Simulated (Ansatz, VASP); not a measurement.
# Al2Cu in VASP and in Ansatz

```
Al Cu
1.0
    -2.09229    2.09229    2.84320
     2.09229   -2.09229    2.84320
     2.09229    2.09229   -2.84320
Al Cu
2 1
Direct
  0.75000 0.25000 0.50000
  0.25000 0.75000 0.50000
  0.50000 0.50000 0.00000
```

Alike in both runs: task single point; functional PBE; k mesh 14 × 14 × 14; occupations gaussian, width 0.15 eV; no spin polarisation.

|  | VASP | Ansatz |
| --- | --- | --- |
| version | VASP 6.6.1 | Ansatz 0.2.0 |
| potentials or method | VASP PAW PBE potentials, release 64 (Al, Cu), cutoff 520 eV | scalar-relativistic, plane waves, PAW |
| valence electrons in the cell | 17 | 25 |

Ansatz gave:

| Property | Result |
| --- | --- |
| gap on the k mesh at the Fermi level (eV) | none |
| pressure (GPa) | -2.5 |
| traceless stress, the component that is largest in VASP (GPa) | 2.38 |

Question: What did VASP give for the same quantities?

Answer: gap on the k mesh at the Fermi level (eV): none; pressure (GPa): -2.4; traceless stress, the component that is largest in VASP (GPa): 2.33.

A gap of «none» marks a metal or a gap that the smearing closes. The functional is the same, so the differences come from potentials, cutoffs and numerics. VASP's potentials hold 17 valence electrons a cell and Ansatz's 25, so a difference there can come from the potentials and not from the codes.
